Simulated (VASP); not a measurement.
# Zr (Fd-3m) in VASP: a series of runs, part 2 of 3

VASP 6.6.1. The steps go on from the part before.

**3. Single point, PBE (21.08 Å³/atom)**

Input file POSCAR:

```
Zr
1.0
    0.0000000000      2.7622963560      2.7622963560
    2.7622963560      0.0000000000      2.7622963560
    2.7622963560      2.7622963560      0.0000000000
Zr
2
Direct
   -0.1250000000     -0.1250000000     -0.1250000000
    0.1250000000      0.1250000000      0.1250000000
```

Input file INCAR.step1:

```
SYSTEM = Zr
  PREC = Accurate
  ENCUT = 520
  EDIFF = 1E-7
  ISMEAR = -1
  SIGMA = 0.08
  LREAL = .False.
  LASPH = .True.
  NELM = 80
  ALGO = Normal
  ISIF = 2
  LWAVE = .False.
  LCHARG = .True.
  LMAXMIX = 4
  GGA = PE
  NBANDS = 19
```

Input file KPOINTS.step1:

```
regular mesh
0
Gamma
  11 11 11
  0 0 0
```

Input file INCAR.step2:

```
SYSTEM = Zr
  PREC = Accurate
  ENCUT = 520
  EDIFF = 1E-7
  ISMEAR = -5
  SIGMA = 0.08
  LREAL = .False.
  LASPH = .True.
  NELM = 80
  ALGO = Normal
  ISIF = 2
  LWAVE = .False.
  LCHARG = .False.
  LMAXMIX = 4
  GGA = PE
  LORBIT = 10
  NBANDS = 19
  NEDOS = 2001
  ICHARG = 11
```

Input file KPOINTS.step2:

```
regular mesh
0
Gamma
  17 17 17
  0 0 0
```

Potentials or basis: VASP PAW PBE potentials, release 64 (Zr_sv).

Launch:

```
$ cat potpaw_PBE.64/Zr_sv/POTCAR > POTCAR
$ cp INCAR.step1 INCAR
$ cp KPOINTS.step1 KPOINTS
$ mpirun -np 1 vasp_std > vasp.out
$ cp INCAR.step2 INCAR
$ cp KPOINTS.step2 KPOINTS
$ mpirun -np 1 vasp_std > vasp.out
```

OUTCAR:

```text
SYSTEM = Zr
   PREC = Accurate
   ENCUT = 520
   EDIFF = 1E-7
   ISMEAR = -5
   LREAL = .False.
   LASPH = .True.
   NELM = 80
   ISIF = 2
   GGA = PE
   LORBIT = 10
   ICHARG = 11

 ion  position               nearest neighbor table
   1  0.875  0.875  0.875-   2 2.39   2 2.39   2 2.39   2 2.39
   2  0.125  0.125  0.125-   1 2.39   1 2.39   1 2.39   1 2.39

  LATTYP: Found a face centered cubic cell.
 ALAT       =     5.5245927120

  Lattice vectors:

 A1 = (   0.0000000000,   2.7622963560,   2.7622963560)
 A2 = (   2.7622963560,   0.0000000000,   2.7622963560)
 A3 = (   2.7622963560,   2.7622963560,   0.0000000000)

Analysis of symmetry for initial positions (statically):
=====================================================================
 Subroutine PRICEL returns:
 Original cell was already a primitive cell.

 Routine SETGRP: Setting up the symmetry group for a
 face centered cubic supercell.

 Subroutine GETGRP returns: Found 48 space group operations
 (whereof 12 operations were pure point group operations)
 out of a pool of 48 trial point group operations.

The static configuration has the point symmetry D_3d.
 The point group associated with its full space group is O_h .

Analysis of symmetry for dynamics (positions and initial velocities):
=====================================================================
 Subroutine PRICEL returns:
 Original cell was already a primitive cell.

 Routine SETGRP: Setting up the symmetry group for a
 face centered cubic supercell.

 Subroutine GETGRP returns: Found 48 space group operations
 (whereof 12 operations were pure point group operations)
 out of a pool of 48 trial point group operations.

The dynamic configuration has the point symmetry D_3d.
 The point group associated with its full space group is O_h .

 Subroutine INISYM returns: Found 48 space group operations
 (whereof 12 operations are pure point group operations),
 and found     1 'primitive' translations

----------------------------------------------------------------------------------------

                                     Primitive cell

  volume of cell :      42.1542

  direct lattice vectors                    reciprocal lattice vectors
     0.000000000  2.762296356  2.762296356    -0.181008819  0.181008819  0.181008819
     2.762296356  0.000000000  2.762296356     0.181008819 -0.181008819  0.181008819
     2.762296356  2.762296356  0.000000000     0.181008819  0.181008819 -0.181008819

  length of vectors
     3.906476970  3.906476970  3.906476970     0.313516470  0.313516470  0.313516470

  position of ions in fractional coordinates (direct lattice)
     0.875000000  0.875000000  0.875000000
     0.125000000  0.125000000  0.125000000

  ion indices of the primitive-cell ions
   primitive index   ion index
                 1           1
                 2           2

----------------------------------------------------------------------------------------

 KPOINTS: regular mesh

Automatic generation of k-mesh.
 Grid dimensions read from file:
 generate k-points for:   17   17   17

[... 23 lines left out ...]
  0.058824  0.000000  0.000000      8.000000
  0.117647  0.000000  0.000000      8.000000
  0.176471  0.000000  0.000000      8.000000
  0.235294  0.000000  0.000000      8.000000
  0.294118  0.000000  0.000000      8.000000
[... 16 lines left out ...]
 -0.176471  0.058824  0.000000     24.000000
 -0.117647  0.058824  0.000000     24.000000
 [... further k-points ...]
   k-points           NKPTS =    165   k-points in BZ     NKDIM =    165   number of bands    NBANDS=     19
   number of dos      NEDOS =   2001   number of ions     NIONS =      2
   total plane-waves  NPLWV =  27000
   dimension x,y,z NGX =    30 NGY =   30 NGZ =   30
   dimension x,y,z NGXF=    60 NGYF=   60 NGZF=   60
   ions per type =               2
   NGX,Y,Z   is equivalent  to a cutoff of  12.77, 12.77, 12.77 a.u.
   NGXF,Y,Z  is equivalent  to a cutoff of  25.53, 25.53, 25.53 a.u.
 SYSTEM =  Zr
   PREC   = accura    normal or accurate (medium, high low for compatibility)
   ISTART =      0    job   : 0-new  1-cont  2-samecut
   ICHARG =     11    charge: 1-file 2-atom 10-const
   ISPIN  =      1    spin polarized calculation?
   LNONCOLLINEAR =      F non collinear calculations
   LSORBIT =      F    spin-orbit coupling
   LASPH  =      T    aspherical Exc in radial PAW
   ENCUT  =  520.0 eV  38.22 Ry    6.18 a.u.   7.26  7.26  7.26*2*pi/ulx,y,z
   NELM   =     80;   NELMIN=  2; NELMDL=  0     # of ELM steps
   EDIFF  = 0.1E-06   stopping-criterion for ELM
   LREAL  =      F    real-space projection
   EDIFFG = 0.1E-05   stopping-criterion for IOM
   NSW    =      0    number of steps for IOM
   IBRION =     -1    ionic relax: 0-MD 1-quasi-New 2-CG
   NFREE  =      0    steps in history (QN), initial steepest desc. (CG)
   ISIF   =      2    stress and relaxation
   ISYM   =      2    0-nonsym 1-usesym 2-fastsym
   POTIM  = 0.5000    time-step for ionic-motion
   TEBEG  =    0.0;   TEEND  =   0.0 temperature during run
   PSTRESS=    0.0 pullay stress
   NELECT =      24.0000    total number of electrons
   NUPDOWN=      -1.0000    fix difference up-down
   EMIN   =  10.00;   EMAX   =-10.00  energy-range for DOS
   EFERMI =   0.00;   METHOD = LEGACY
   ISMEAR =    -5;   SIGMA  =   0.08  broadening in eV -4-tet -1-fermi 0-gaus
   EFERMI_NEDOS =   21; number of points for ismear=-14 and -15
   IALGO  =     38    algorithm
   IMIX   =      4    mixing-type and parameters
     AMIX     =   0.40;   BMIX     =  1.00
     AMIX_MAG =   1.60;   BMIX_MAG =  1.00
  volume/ion in A,a.u.               =      21.08       142.24
  Fermi-wavevector in a.u.,A,eV,Ry     =   1.356849  2.564074 25.048873  1.841040
  Thomas-Fermi vector in A             =   2.483818
   LORBIT       =     10    0 simple, 1 ext, 2 COOP (PROOUT), +10 PAW based schemes
   GGA     = PE    functional components
   LHFCALC =     F    Hartree Fock is set to
   AEXX    =    0.0000 exact exchange contribution
   IVDW    =     0    specifies the selected vdW correction
   LEPSILON=     F    determine dielectric tensor
   LRPA    =     F    only Hartree local field effects (RPA)
 non-spin polarized calculation
 Fermi weights with tetrahedron method with Bloechl corrections
  energy-cutoff  :      520.00
  volume of cell :       42.15
 maximum number of plane-waves:      1152
 NGX is ok and might be reduce to    30

 number of electron      24.0000000 magnetization

 Free energy of the ion-electron system (eV)
  ---------------------------------------------------
  ext. energy  EPLUGINS =         0.00000000
  ---------------------------------------------------
  free energy    TOTEN  =       -11.01268836 eV

  energy without entropy =      -11.01268836  energy(sigma->0) =      -11.01268836

 E-fermi :   9.7403     XC(G=0): -11.2126

 val. band max:        9.7474535040   @ k =   0.1176   0.1176   0.0000
 cond. band min:       9.7055209646   @ k =   0.0000   0.0000   0.0000
 fundamental gap:     -0.0419325395
 Fermi energy:         9.7403088149

 k-point     1 :       0.0000    0.0000    0.0000
  band No.  band energies     occupation
      1     -39.6688      2.00000
      2     -37.7876      2.00000
      3     -18.2075      2.00000
      4     -18.2075      2.00000
      5     -18.2075      2.00000
      6     -15.9383      2.00000
[... 505 lines left out ...]
      6     -15.9346      2.00000
[... 11 lines left out ...]
     18      17.1868      0.00000
     19      17.7033      0.00000

 [... further k-points ...]

------------------------ aborting loop because EDIFF is reached ----------------------------------------

  FORCE on cell =-STRESS in cart. coord.  units (eV):
  Direction    XX          YY          ZZ          XY          YZ          ZX
  --------------------------------------------------------------------------------------
  -------------------------------------------------------------------------------------
  Total        7.1502735      7.1502735      7.1502735     -0.0000000      0.0000000     -0.0000000
  in kB      271.7643131    271.7643131    271.7643131     -0.0000000      0.0000000     -0.0000000
  external PRESSURE =     271.7643131 kB  Pullay stress =       0.0000000 kB

 VOLUME and BASIS-vectors are now :
 -----------------------------------------------------------------------------
  energy-cutoff  :      520.00
  volume of cell :       42.15
      direct lattice vectors                 reciprocal lattice vectors
     0.000000000  2.762296356  2.762296356    -0.181008819  0.181008819  0.181008819
     2.762296356  0.000000000  2.762296356     0.181008819 -0.181008819  0.181008819
     2.762296356  2.762296356  0.000000000     0.181008819  0.181008819 -0.181008819

 POSITION                                       TOTAL-FORCE (eV/Angst)
 -----------------------------------------------------------------------------------
      4.83402      4.83402      4.83402        -0.000000     -0.000000     -0.000000
      0.69057      0.69057      0.69057         0.000000      0.000000      0.000000
 -----------------------------------------------------------------------------------
    total drift:                               -0.000000      0.000000      0.000000

  FREE ENERGIE OF THE ION-ELECTRON SYSTEM (eV)
  ---------------------------------------------------
  free  energy   TOTEN  =       -11.0126883593 eV

  energy  without entropy=      -11.0126883593  energy(sigma->0) =      -11.01268836

 total charge

# of ion       s       p       d       tot
------------------------------------------
    1        2.200   5.894   2.537  10.631
    2        2.200   5.894   2.537  10.631
--------------------------------------------------
tot          4.399  11.789   5.074  21.262
```

It took 64 s on 1 thread of Intel Xeon 6975P-C (Granite Rapids), shared host; peak memory 0.23 GiB.

What came out:

- Valence electrons inside the program's atomic spheres: Zr 10.63

Levels at points of the mesh, in eV from the Fermi level:
```tsv
k point	band 9	band 10	band 11	band 12	band 13	band 14	band 15	band 16
(0.00, 0.00, 0.00)	-4.78	-2.03	-2.03	-0.03	-0.03	-0.03	3.10	3.10
```

Caveat: tetrahedron occupations give inexact forces and stress in metals.

**4. Single point, PBE (26.04 Å³/atom)**

This run uses another cell than the first one, of 26.04 Å³/atom.

Input file POSCAR:

```
Zr
1.0
    0.0000000000      2.9638784902      2.9638784902
    2.9638784902      0.0000000000      2.9638784902
    2.9638784902      2.9638784902      0.0000000000
Zr
2
Direct
   -0.1250000000     -0.1250000000     -0.1250000000
    0.1250000000      0.1250000000      0.1250000000
```

Input file INCAR.step1:

```
SYSTEM = Zr
ALGO = Normal ; EDIFF = 1E-6
ENCUT = 520 ; GGA = PE
ISIF = 2 ; ISMEAR = -1
LASPH = .TRUE. ; LCHARG = .TRUE.
LMAXMIX = 4 ; LREAL = .FALSE.
LWAVE = .FALSE. ; NBANDS = 19
NELM = 100 ; PREC = Accurate
SIGMA = 0.08
```

Input file KPOINTS.step1:

```
k-points
0
G
  11 11 11
  0 0 0
```

Input file INCAR.step2:

```
SYSTEM = Zr
ALGO = Normal ; EDIFF = 1E-6
ENCUT = 520 ; GGA = PE
ICHARG = 11 ; ISIF = 2
ISMEAR = -5 ; LASPH = .TRUE.
LCHARG = .FALSE. ; LMAXMIX = 4
LORBIT = 11 ; LREAL = .FALSE.
LWAVE = .FALSE. ; NEDOS = 1001
NELM = 100 ; PREC = Accurate
SIGMA = 0.08
```

Input file KPOINTS.step2:

```
k-points
0
G
  17 17 17
  0 0 0
```

Potentials or basis: VASP PAW PBE potentials, release 64 (Zr_sv).

Launch:

```
$ cat potpaw_PBE.64/Zr_sv/POTCAR > POTCAR
$ cp INCAR.step1 INCAR
$ cp KPOINTS.step1 KPOINTS
$ mpirun -np 1 vasp_std > vasp.out
$ cp INCAR.step2 INCAR
$ cp KPOINTS.step2 KPOINTS
$ mpirun -np 1 vasp_std > vasp.out
```

OUTCAR:

```text
SYSTEM = Zr
   EDIFF = 1E-6
   ENCUT = 520
   GGA = PE
   ICHARG = 11
   ISIF = 2
   ISMEAR = -5
   LASPH = .TRUE.
   LORBIT = 11
   LREAL = .FALSE.
   NELM = 100
   PREC = Accurate

 ion  position               nearest neighbor table
   1  0.875  0.875  0.875-   2 2.57   2 2.57   2 2.57   2 2.57
   2  0.125  0.125  0.125-   1 2.57   1 2.57   1 2.57   1 2.57

  LATTYP: Found a face centered cubic cell.
 ALAT       =     5.9277569804

  Lattice vectors:

 A1 = (   0.0000000000,   2.9638784902,   2.9638784902)
 A2 = (   2.9638784902,   0.0000000000,   2.9638784902)
 A3 = (   2.9638784902,   2.9638784902,   0.0000000000)

Analysis of symmetry for initial positions (statically):
=====================================================================
 Subroutine PRICEL returns:
 Original cell was already a primitive cell.

 Routine SETGRP: Setting up the symmetry group for a
 face centered cubic supercell.

 Subroutine GETGRP returns: Found 48 space group operations
 (whereof 12 operations were pure point group operations)
 out of a pool of 48 trial point group operations.

[... 174 lines left out ...]
      1     -41.7443      2.00000
      2     -40.7512      2.00000
      3     -20.1900      2.00000
      4     -20.1900      2.00000
      5     -20.1900      2.00000
      6     -18.7270      2.00000
[... 433 lines left out ...]
      3     -20.2554      2.00000
      4     -20.2207      2.00000
      5     -20.1771      2.00000
      6     -18.7363      2.00000
[... 8 lines left out ...]
     15       9.0409      0.00000
     16       9.5781      0.00000

 [... further k-points ...]

------------------------ aborting loop because EDIFF is reached ----------------------------------------

  FORCE on cell =-STRESS in cart. coord.  units (eV):
  Direction    XX          YY          ZZ          XY          YZ          ZX
  --------------------------------------------------------------------------------------
  -------------------------------------------------------------------------------------
  Total        2.4494787      2.4494787      2.4494787      0.0000000     -0.0000000     -0.0000000
  in kB       75.3655841     75.3655841     75.3655841      0.0000000     -0.0000000     -0.0000000
  external PRESSURE =      75.3655841 kB  Pullay stress =       0.0000000 kB

 VOLUME and BASIS-vectors are now :
 -----------------------------------------------------------------------------
  energy-cutoff  :      520.00
  volume of cell :       52.07
      direct lattice vectors                 reciprocal lattice vectors
     0.000000000  2.963878490  2.963878490    -0.168697874  0.168697874  0.168697874
     2.963878490  0.000000000  2.963878490     0.168697874 -0.168697874  0.168697874
     2.963878490  2.963878490  0.000000000     0.168697874  0.168697874 -0.168697874

 POSITION                                       TOTAL-FORCE (eV/Angst)
 -----------------------------------------------------------------------------------
      5.18679      5.18679      5.18679        -0.000000      0.000000     -0.000000
      0.74097      0.74097      0.74097         0.000000     -0.000000      0.000000
 -----------------------------------------------------------------------------------
    total drift:                                0.000000      0.000000     -0.000000

  FREE ENERGIE OF THE ION-ELECTRON SYSTEM (eV)
  ---------------------------------------------------
  free  energy   TOTEN  =       -12.0036249634 eV

  energy  without entropy=      -12.0036249634  energy(sigma->0) =      -12.00362496

 total charge

# of ion       s       p       d       tot
------------------------------------------
    1        2.248   5.880   2.163  10.291
    2        2.248   5.880   2.163  10.291
--------------------------------------------------
tot          4.497  11.759   4.327  20.583
```

It took 47 s on 1 thread of Intel Xeon 6975P-C (Granite Rapids), shared host; peak memory 0.25 GiB.

What came out:

- Valence electrons inside the program's atomic spheres: Zr 10.29

Caveat: tetrahedron occupations give inexact forces and stress in metals.

(Part 2 of 3 ends here.)
